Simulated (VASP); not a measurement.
**ZnSe: single point with PBE**

ZnSe:

```
Zn Se
1.0
     0.00000    2.84011    2.84011
     2.84011    0.00000    2.84011
     2.84011    2.84011    0.00000
Zn Se
1 1
Direct
  0.00000 0.00000 0.00000
  0.75000 0.75000 0.75000
```

This cell differs from its parent crystal: volume 22.909 Å^3 an atom, c/a of the conventional cell 1.0000.

- Program: VASP 6.6.1
- Task: single point
- Functional: PBE
- Potentials or basis: VASP PAW PBE potentials, release 64 (Zn, Se)
- Cutoff: 520 eV
- k mesh: 10 × 10 × 10
- Occupations: gaussian, width 0.05 eV
- Spin: no spin polarisation
- Dipole correction: no
- Further INCAR settings: ALGO = Normal; EDIFF = 1e-06; NBANDS = 16

- Pressure: 1.9 GPa
- Band gap on the k mesh: 1.26 eV, direct

Levels at points of the mesh, in eV from the valence-band top:
```
           k point  band 6  band 7  band 8  band 9  band 10  band 11  band 12  band 13
(0.00, 0.00, 0.00)   -6.16    0.00    0.00    0.00     1.26     5.80     5.80     5.80
(0.50, 0.00, 0.00)   -6.00   -5.19   -0.86   -0.86     2.53     6.38     6.38     8.56
(0.50, 0.50, 0.00)   -5.98   -4.72   -2.16   -2.16     3.00     3.46    10.69    11.20
```

Run time: 22 s on 1 thread of AMD EPYC 9R45 96-Core Processor (Zen 5), with other jobs on the host, peak memory 0.16 GiB.
